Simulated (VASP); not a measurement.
# CdSe (F-43m) in VASP: notebook

CdSe is run at these levels: LDA; tasks: single point.

All numbers are computed with VASP 6.6.1; they aren't measurements. Logs are shortened: lines on timing, memory, paths and dates and some standing lists are left out, and cuts for length are marked.

**1. The cell of the first run**

Symmetry: F-43m, No. 216, cubic system. Conventional cell: a = 6.141 Å, b = 6.141 Å, c = 6.141 Å, α = 90.00°, β = 90.00°, γ = 90.00°. Within 3.5 Å of Cd (site symmetry -43m) lie 4 Se at 2.66 Å. Se (site symmetry -43m) has 4 Cd at 2.66 Å within 3.5 Å.

**2. Single point, LDA**

File INCAR:

```
ALGO     = Normal         # electronic algorithm
EDIFF    = 1E-6           # SCF threshold, eV
ENCUT    = 520            # plane-wave cutoff, eV
ISIF     = 2              # what is computed and relaxed
ISMEAR   = 0              # smearing method
LASPH    = True           # aspherical terms in the spheres
LCHARG   = False          # write CHGCAR
LREAL    = False          # projectors in reciprocal space
LWAVE    = False          # write WAVECAR
NBANDS   = 16             # bands
NELM     = 60             # most SCF steps
PREC     = Accurate       # precision mode
SIGMA    = 0.01           # smearing width, eV
```

File KPOINTS:

```
k-points
0
Gamma
  6 6 6
```

File POSCAR:

```
CdSe
1.0
    4.3420190000      0.0000000000      0.0000000000
    2.1710095000      3.7602987577      0.0000000000
    2.1710095000      1.2534329192      3.5452436678
Cd Se
1 1
Direct
    0.0000000000      0.0000000000      0.0000000000
    0.7500000000      0.7500000000      0.7500000000
```

Potentials or basis: VASP PAW LDA potentials, release 64 (Cd, Se).

On the command line:

```
cat potpaw_LDA.64/Cd/POTCAR potpaw_LDA.64/Se/POTCAR > POTCAR
mpirun -np 1 vasp_std > vasp.out
```

OUTCAR:

```text
EDIFF = 1E-6
   ENCUT = 520
   ISIF = 2
   ISMEAR = 0
   LASPH = True
   LREAL = False
   NELM = 60
   PREC = Accurate

 ion  position               nearest neighbor table
   1  0.000  0.000  0.000-   2 2.66   2 2.66   2 2.66   2 2.66
   2  0.750  0.750  0.750-   1 2.66   1 2.66   1 2.66   1 2.66

  LATTYP: Found a face centered cubic cell.
 ALAT       =     6.1405421579

  Lattice vectors:

 A1 = (   4.3420190000,   0.0000000000,   0.0000000000)
 A2 = (   2.1710095000,   3.7602987577,   0.0000000000)
 A3 = (   2.1710095000,   1.2534329192,   3.5452436678)

Analysis of symmetry for initial positions (statically):
=====================================================================
 Subroutine PRICEL returns:
 Original cell was already a primitive cell.

 Routine SETGRP: Setting up the symmetry group for a
 face centered cubic supercell.

 Subroutine GETGRP returns: Found 24 space group operations
 (whereof 24 operations were pure point group operations)
 out of a pool of 48 trial point group operations.

The static configuration has the point symmetry T_d .

Analysis of symmetry for dynamics (positions and initial velocities):
=====================================================================
 Subroutine PRICEL returns:
 Original cell was already a primitive cell.

 Routine SETGRP: Setting up the symmetry group for a
 face centered cubic supercell.

 Subroutine GETGRP returns: Found 24 space group operations
 (whereof 24 operations were pure point group operations)
 out of a pool of 48 trial point group operations.

The dynamic configuration has the point symmetry T_d .

 Subroutine INISYM returns: Found 24 space group operations
 (whereof 24 operations are pure point group operations),
 and found     1 'primitive' translations

----------------------------------------------------------------------------------------

                                     Primitive cell

  volume of cell :      57.8842

  direct lattice vectors                    reciprocal lattice vectors
     4.342019000  0.000000000  0.000000000     0.230307606 -0.132968158 -0.094022686
     2.171009500  3.760298758  0.000000000     0.000000000  0.265936316 -0.094022686
     2.171009500  1.253432919  3.545243668     0.000000000  0.000000000  0.282068059

  length of vectors
     4.342019000  4.342019000  4.342019000     0.282068059  0.282068059  0.282068059

  position of ions in fractional coordinates (direct lattice)
     0.000000000  0.000000000  0.000000000
     0.750000000  0.750000000  0.750000000

  ion indices of the primitive-cell ions
   primitive index   ion index
                 1           1
                 2           2

----------------------------------------------------------------------------------------

 KPOINTS: k-points

Automatic generation of k-mesh.
 Grid dimensions read from file:
 generate k-points for:    6    6    6

 Generating k-lattice:

  Cartesian coordinates                     Fractional coordinates (reciprocal lattice)
     0.038384601 -0.022161360 -0.015670448     0.166666667  0.000000000  0.000000000
     0.000000000  0.044322719 -0.015670448     0.000000000  0.166666667  0.000000000
     0.000000000  0.000000000  0.047011343     0.000000000  0.000000000  0.166666667

  Length of vectors
     0.047011343  0.047011343  0.047011343

  Shift w.r.t. Gamma in fractional coordinates (k-lattice)
     0.000000000  0.000000000  0.000000000

 Subroutine IBZKPT returns following result:
 ===========================================

 Found     16 irreducible k-points:

 Following reciprocal coordinates:
            Coordinates               Weight
  0.000000  0.000000  0.000000      1.000000
  0.166667 -0.000000 -0.000000      8.000000
  0.333333 -0.000000  0.000000      8.000000
  0.500000  0.000000  0.000000      4.000000
  0.166667  0.166667  0.000000      6.000000
  0.333333  0.166667 -0.000000     24.000000
[... 8 lines left out ...]
 -0.333333  0.333333  0.166667     24.000000
 -0.333333  0.500000  0.166667     12.000000
   k-points           NKPTS =     16   k-points in BZ     NKDIM =     16   number of bands    NBANDS=     16
   number of dos      NEDOS =    301   number of ions     NIONS =      2
   total plane-waves  NPLWV =  32768
   dimension x,y,z NGX =    32 NGY =   32 NGZ =   32
   dimension x,y,z NGXF=    64 NGYF=   64 NGZF=   64
   ions per type =               1   1
   NGX,Y,Z   is equivalent  to a cutoff of  12.25, 12.25, 12.25 a.u.
   NGXF,Y,Z  is equivalent  to a cutoff of  24.50, 24.50, 24.50 a.u.
 SYSTEM =  unknown system
   PREC   = accura    normal or accurate (medium, high low for compatibility)
   ISTART =      0    job   : 0-new  1-cont  2-samecut
   ICHARG =      2    charge: 1-file 2-atom 10-const
   ISPIN  =      1    spin polarized calculation?
   LNONCOLLINEAR =      F non collinear calculations
   LSORBIT =      F    spin-orbit coupling
   LASPH  =      T    aspherical Exc in radial PAW
   ENCUT  =  520.0 eV  38.22 Ry    6.18 a.u.   8.07  8.07  8.07*2*pi/ulx,y,z
   NELM   =     60;   NELMIN=  2; NELMDL= -5     # of ELM steps
   EDIFF  = 0.1E-05   stopping-criterion for ELM
   LREAL  =      F    real-space projection
   EDIFFG = 0.1E-04   stopping-criterion for IOM
   NSW    =      0    number of steps for IOM
   IBRION =     -1    ionic relax: 0-MD 1-quasi-New 2-CG
   NFREE  =      0    steps in history (QN), initial steepest desc. (CG)
   ISIF   =      2    stress and relaxation
   ISYM   =      2    0-nonsym 1-usesym 2-fastsym
   POTIM  = 0.5000    time-step for ionic-motion
   TEBEG  =    0.0;   TEEND  =   0.0 temperature during run
   PSTRESS=    0.0 pullay stress
   NELECT =      18.0000    total number of electrons
   NUPDOWN=      -1.0000    fix difference up-down
   EMIN   =  10.00;   EMAX   =-10.00  energy-range for DOS
   EFERMI =   0.00;   METHOD = LEGACY
   ISMEAR =     0;   SIGMA  =   0.01  broadening in eV -4-tet -1-fermi 0-gaus
   EFERMI_NEDOS =   21; number of points for ismear=-14 and -15
   IALGO  =     38    algorithm
   IMIX   =      4    mixing-type and parameters
     AMIX     =   0.40;   BMIX     =  1.00
     AMIX_MAG =   1.60;   BMIX_MAG =  1.00
  volume/ion in A,a.u.               =      28.94       195.31
  Fermi-wavevector in a.u.,A,eV,Ry     =   1.109121  2.095935 16.737200  1.230149
  Thomas-Fermi vector in A             =   2.245657
   LORBIT       =      0    0 simple, 1 ext, 2 COOP (PROOUT), +10 PAW based schemes
   GGA     = CA    functional components
   LHFCALC =     F    Hartree Fock is set to
   AEXX    =    0.0000 exact exchange contribution
   IVDW    =     0    specifies the selected vdW correction
   LEPSILON=     F    determine dielectric tensor
   LRPA    =     F    only Hartree local field effects (RPA)
 non-spin polarized calculation
 Gauss-broadening in eV      SIGMA  =   0.01
  energy-cutoff  :      520.00
  volume of cell :       57.88
 maximum number of plane-waves:      1588
   NGX = 17   NGY = 17   NGZ = 17

 number of electron      18.0000006 magnetization

 Free energy of the ion-electron system (eV)
  ---------------------------------------------------
  ext. energy  EPLUGINS =         0.00000000
  ---------------------------------------------------
  free energy    TOTEN  =        -6.72671871 eV

  energy without entropy =       -6.72671871  energy(sigma->0) =       -6.72671871

 E-fermi :   0.6681     XC(G=0):  -9.1641

 val. band max:        0.5861736537   @ k =   0.0000   0.0000   0.0000
 cond. band min:       0.8879297651   @ k =   0.0000   0.0000   0.0000
 fundamental gap:      0.3017561114
 Fermi energy:         0.6680787185

 k-point     1 :       0.0000    0.0000    0.0000
  band No.  band energies     occupation
      1     -11.9030      2.00000
      2      -7.2736      2.00000
      3      -7.2736      2.00000
      4      -7.2736      2.00000
      5      -6.9246      2.00000
      6      -6.9246      2.00000
[... 8 lines left out ...]
     15      11.6056      0.00000
     16      11.6056      0.00000

 k-point     2 :       0.1667   -0.0000   -0.0000
  band No.  band energies     occupation
      1     -11.8155      2.00000
      2      -7.2466      2.00000
      3      -7.2466      2.00000
      4      -7.1905      2.00000
      5      -6.9255      2.00000
      6      -6.9255      2.00000
[... 8 lines left out ...]
     15      10.5896      0.00000
     16      10.7698      0.00000

 k-point     3 :       0.3333   -0.0000    0.0000
  band No.  band energies     occupation
      1     -11.6376      2.00000
      2      -7.2019      2.00000
      3      -7.2019      2.00000
      4      -6.9155      2.00000
      5      -6.9155      2.00000
      6      -6.9092      2.00000
[... 8 lines left out ...]
     15      10.9944      0.00000
     16      10.9944      0.00000

 k-point     4 :       0.5000    0.0000    0.0000
  band No.  band energies     occupation
      1     -11.5478      2.00000
      2      -7.1859      2.00000
      3      -7.1859      2.00000
      4      -6.9029      2.00000
      5      -6.9029      2.00000
      6      -6.6536      2.00000
[... 8 lines left out ...]
     15      12.5401      0.00000
     16      12.5401      0.00000
[... 172 lines left out ...]
 k-point    14 :       0.5000    0.3333    0.1667
  band No.  band energies     occupation
      1     -11.5227      2.00000
      2      -7.1379      2.00000
      3      -7.1293      2.00000
      4      -6.9882      2.00000
      5      -6.9001      2.00000
      6      -6.7026      2.00000
[... 8 lines left out ...]
     15      12.4378      0.00000
     16      13.5065      0.00000

 k-point    15 :      -0.3333    0.3333    0.1667
  band No.  band energies     occupation
      1     -11.4648      2.00000
      2      -7.1316      2.00000
      3      -7.1049      2.00000
      4      -6.9552      2.00000
      5      -6.9143      2.00000
      6      -6.5277      2.00000
[... 8 lines left out ...]
     15      12.2208      0.00000
     16      13.4199      0.00000

 k-point    16 :      -0.3333    0.5000    0.1667
  band No.  band energies     occupation
      1     -11.4366      2.00000
      2      -7.0980      2.00000
      3      -7.0823      2.00000
      4      -6.9843      2.00000
      5      -6.8987      2.00000
      6      -6.5045      2.00000
[... 8 lines left out ...]
     15      13.1376      0.00000
     16      13.3796      0.00000

------------------------ aborting loop because EDIFF is reached ----------------------------------------

  FORCE on cell =-STRESS in cart. coord.  units (eV):
  Direction    XX          YY          ZZ          XY          YZ          ZX
  --------------------------------------------------------------------------------------
  -------------------------------------------------------------------------------------
  Total       -1.0423792     -1.0423792     -1.0423792      0.0000000      0.0000000      0.0000000
  in kB      -28.8520149    -28.8520149    -28.8520149      0.0000000      0.0000000      0.0000000
  external PRESSURE =     -28.8520149 kB  Pullay stress =       0.0000000 kB

 VOLUME and BASIS-vectors are now :
 -----------------------------------------------------------------------------
  energy-cutoff  :      520.00
  volume of cell :       57.88
      direct lattice vectors                 reciprocal lattice vectors
     4.342019000  0.000000000  0.000000000     0.230307606 -0.132968158 -0.094022686
     2.171009500  3.760298758  0.000000000     0.000000000  0.265936316 -0.094022686
     2.171009500  1.253432919  3.545243668     0.000000000  0.000000000  0.282068059

 POSITION                                       TOTAL-FORCE (eV/Angst)
 -----------------------------------------------------------------------------------
      0.00000      0.00000      0.00000        -0.000000      0.000000     -0.000000
      6.51303      3.76030      2.65893         0.000000     -0.000000      0.000000
 -----------------------------------------------------------------------------------
    total drift:                                0.000000      0.000000      0.000000

  FREE ENERGIE OF THE ION-ELECTRON SYSTEM (eV)
  ---------------------------------------------------
  free  energy   TOTEN  =        -6.7267187073 eV

  energy  without entropy=       -6.7267187073  energy(sigma->0) =       -6.72671871
```

Wall time 23 s (1 thread of AMD EPYC 7R13, shared host); peak memory 0.13 GiB.

Results:

```yaml
Free_energy: -6.7267 eV
Pressure: -2.9 GPa
Band_gap_on_the_k_mesh: 0.30 eV, direct
```

**3. Single point, LDA, non-collinear spin, zero start, spin-orbit coupling**

File INCAR:

```
SYSTEM = CdSe
  PREC = Accurate
  ENCUT = 520
  EDIFF = 1E-6
  ISMEAR = 0
  SIGMA = 0.01
  LREAL = .False.
  LASPH = .True.
  NELM = 150
  ALGO = Normal
  ISIF = 2
  LWAVE = .False.
  LCHARG = .False.
  MAGMOM = 0 0 0 0 0 0
  LORBIT = 11
  LSORBIT = .True.
  GGA_COMPAT = .False.
  LORBMOM = .True.
  GGA = CA
  NBANDS = 30
```

File KPOINTS:

```
Automatic mesh
0
Gamma
  6 6 6
  0 0 0
```

POSCAR is that of step 2.

Potentials or basis: VASP PAW LDA potentials, release 64 (Cd, Se).

On the command line:

```
cat potpaw_LDA.64/Cd/POTCAR potpaw_LDA.64/Se/POTCAR > POTCAR
mpirun -np 1 vasp_ncl > vasp.out
```

Run time: 1.9 min. Hardware: 1 thread of AMD EPYC 7R13, shared host; peak memory 0.24 GiB.

It converged, with:

| Item | Value |
| --- | --- |
| Free energy | -6.7782 eV |
| Pressure | -2.9 GPa |
| Net moment | 0.00 μB per cell |
| Valence electrons inside the program's atomic spheres | Cd 10.30; Se 3.83 |

Moments on the atoms (μB; x, y, z):
```
Cd  0.00 0.00 0.00
Se  0.00 0.00 0.00
```
